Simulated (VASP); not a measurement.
Wanted: the native input for a VASP 6.6.1 run.

* Task: single point
* Functional: HSE06
* Potentials or basis: VASP PAW PBE potentials, release 64 (Be, S)
* Cutoff: 520 eV
* k mesh: 4 × 4 × 4
* Occupations: gaussian, width 0.01 eV
* Spin: no spin polarisation
* Dipole correction: no
* Grid for exact exchange (PRECFOCK): Normal
* Further INCAR settings: ALGO = Normal; EDIFF = 1e-06; NBANDS = 11
* Screening parameter: 0.2079 1/Å

BeS:

```
Be S
1.0
     0.00000    2.43431    2.43431
     2.43431    0.00000    2.43431
     2.43431    2.43431    0.00000
Be S
1 1
Direct
  0.00000 0.00000 0.00000
  0.25000 0.25000 0.25000
```

One way to write it, as run:

POSCAR

```
BeS
1.0
    0.0000000000      2.4343066380      2.4343066380
    2.4343066380      0.0000000000      2.4343066380
    2.4343066380      2.4343066380      0.0000000000
Be S
1 1
Direct
    0.0000000000      0.0000000000      0.0000000000
    0.2500000000      0.2500000000      0.2500000000
```

INCAR.step1

```
PREC = Accurate ; ENCUT = 520
EDIFF = 1E-5 ; ISMEAR = 0
SIGMA = 0.01 ; LREAL = F
LASPH = T ; NELM = 80
ALGO = Normal ; ISIF = 2
LWAVE = T ; LCHARG = F
NBANDS = 11 ; GGA = PE
```

INCAR.step2

```
PREC = Accurate ; ENCUT = 520
EDIFF = 1E-6 ; ISMEAR = 0
SIGMA = 0.01 ; LREAL = F
LASPH = T ; NELM = 80
ALGO = Normal ; ISIF = 2
LWAVE = F ; LCHARG = F
GGA = PE ; LHFCALC = T
HFSCREEN = 0.2079 ; PRECFOCK = Normal
NBANDS = 11 ; ISTART = 1
```

KPOINTS

```
regular mesh
0
Gamma
  4 4 4
```

Potentials or basis: VASP PAW PBE potentials, release 64 (Be, S).

Launch:

```sh
$ cat potpaw_PBE.64/Be/POTCAR potpaw_PBE.64/S/POTCAR > POTCAR
$ cp INCAR.step1 INCAR
$ mpirun -np 1 vasp_std > vasp.out
$ cp INCAR.step2 INCAR
$ mpirun -np 1 vasp_std > vasp.out
```

Results of the run:

```yaml
Pressure: -0.6 GPa
Band_gap_on_the_k_mesh: 4.08 eV, indirect (least direct gap 6.87 eV)
```

Caveat: the k points lie up to 0.56 Å⁻¹ apart; the PAW data sets were made with another functional, which shifts forces and pressure a little.

Wall time 64 s on 1 thread of Intel Xeon 6975P-C, with other jobs on the host, peak memory 0.25 GiB.
